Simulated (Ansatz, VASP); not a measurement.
Given: the input of a run of Ansatz 0.2.0 on BN.

input.yaml

```yaml
crystal:
  lattice:
    - [0.0, 1.813001, 1.813001]
    - [1.813001, 0.0, 1.813001]
    - [1.813001, 1.813001, 0.0]
  atoms:
    - { symbol: "N", position: [0.25, 0.25, 0.25] }
    - { symbol: B, position: [0.0, 0.0, 0.0] }
kpoints:
  mp_grid: { grid: [13, 13, 13] }
scf:
  occupations: { method: gaussian, width: 0.014 }
hamiltonian:
  xc: pbe
  pseudopotentials: { kind: all_electron, lapw: { basis_error: 0.001 } }
output:
  forces: true
  stress: true
  eigenvalues: true
```

Potentials or basis: all-electron LAPW, scalar-relativistic.

Command:

```sh
$ ansatz run input.yaml --threads 1 --pin off --max-ram 3072MiB --backend cpu --events-out ev --progress --plain --runs-dir out
```

Problem. Set up the same calculation for VASP 6.6.1. Potentials there: VASP PAW PBE potentials, release 64 (N, B).

Solution. As run (the cutoff follows the program's own potentials):

Contents of INCAR:

```
  PREC = Accurate
  ENCUT = 520
  EDIFF = 1E-7
  ISMEAR = 0
  SIGMA = 0.014
  LREAL = F
  LASPH = T
  NELM = 80
  ALGO = Normal
  ISIF = 2
  LWAVE = F
  LCHARG = F
  GGA = PE
  NBANDS = 11
```

File KPOINTS:

```
Automatic mesh
0
Gamma
  13 13 13
```

POSCAR

```
BN
1.0
    0.0000000000      1.8130010000      1.8130010000
    1.8130010000      0.0000000000      1.8130010000
    1.8130010000      1.8130010000      0.0000000000
N B
1 1
Direct
    0.2500000000      0.2500000000      0.2500000000
    0.0000000000      0.0000000000      0.0000000000
```

Potentials or basis: VASP PAW PBE potentials, release 64 (N, B).

Run with:

```console
$ cat potpaw_PBE.64/N/POTCAR potpaw_PBE.64/B/POTCAR > POTCAR
$ mpirun -np 1 vasp_std > vasp.out
```

Both were run:

|  | VASP | Ansatz | Ansatz less VASP |
| --- | --- | --- | --- |
| gap on the k mesh at the Fermi level (eV) | 4.52 | 4.53 | +0.008 |
| least direct gap on the mesh (eV) | 8.78 | 8.78 | +0.008 |
| pressure (GPa) | -0.2 | -0.4 | -0.24 |

Ansatz ran all-electron here, and VASP with PAW potentials.
